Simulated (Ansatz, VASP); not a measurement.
## Two plane-wave programs on TiAl3

```
CELL_PARAMETERS angstrom
2.83968 0.00000 0.00000
0.00000 4.68126 0.00000
0.00000 0.00000 4.90074
ATOMIC_POSITIONS crystal
Ti 0.00000 0.50000 0.16592
Al 0.50000 0.50000 0.66727
Al 0.50000 0.00000 0.33091
Al 0.00000 0.00000 0.83590
```

Alike in both runs: task single point; functional r2SCAN; k mesh 2 × 2 × 2; occupations gaussian, width 0.1 eV; no spin polarisation.

```csv
,VASP,Ansatz
version,VASP 6.6.1,Ansatz 0.2.0
potentials or method,"VASP PAW PBE potentials, release 64 (Ti_sv, Al), cutoff 520 eV","scalar-relativistic, plane waves, PAW"
valence electrons in the cell,21,21
```

|  | VASP | Ansatz | Ansatz less VASP |
| --- | --- | --- | --- |
| gap on the k mesh at the Fermi level (eV) | none | none | - |
| pressure (GPa) | -4.1 | -4.0 | +0.08 |
| traceless stress, the component that is largest in VASP (GPa) | 2.06 | 2.07 | +0.009 |
| rms of the force components (eV/Å) | 0.081 | 0.078 | -0.0025 |

VASP's potentials were made for PBE, not for r2SCAN. Atom by atom the forces differ by 0.005 eV/Å (rms over components). A gap of «none» marks a metal or a gap that the smearing closes.

The k mesh is coarse, so the values compare programs but aren't converged.
